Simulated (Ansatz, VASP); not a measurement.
Hf3B4 in VASP and in Ansatz

```
Hf B
1.0
     1.57709    0.91053    9.63205
    -1.57709    0.91053    9.63205
     0.00000   -1.82107    9.63205
Hf B
3 4
Cartesian
  0.0000 0.0000 0.0000
  0.0000 0.0000 3.4683
  0.0000 0.0000 25.4278
  0.0000 0.0000 11.3893
  0.0000 0.0000 21.0083
  0.0000 0.0000 17.5068
  0.0000 0.0000 7.8878
```

Alike in both runs: functional PBE; k mesh 12 × 12 × 12; occupations gaussian, width 0.1 eV; no spin polarisation.

Ansatz relaxed the structure, and its values are those at the end. VASP's run is a single point on that final structure, the one shown.

```csv
,VASP,Ansatz
version,VASP 6.6.1,Ansatz 0.2.0
potentials or method,"VASP PAW PBE potentials, release 64 (Hf_pv, B), cutoff 520 eV","scalar-relativistic, plane waves, PAW"
valence electrons in the cell,42,90
```

```tsv
	VASP	Ansatz	Ansatz less VASP
gap on the k mesh at the Fermi level (eV)	none	none	-
pressure (GPa)	-0.4	0.0	+0.43
rms of the force components (eV/Å)	0.008	0.000	-0.0082
```

A gap of «none» marks a metal or a gap that the smearing closes. With one functional, cell and mesh, what is left measures potentials, basis and numerics. VASP's potentials hold 42 valence electrons a cell and Ansatz's 90, so a difference there can come from the potentials and not from the codes.

Neither program's run includes spin-orbit coupling.
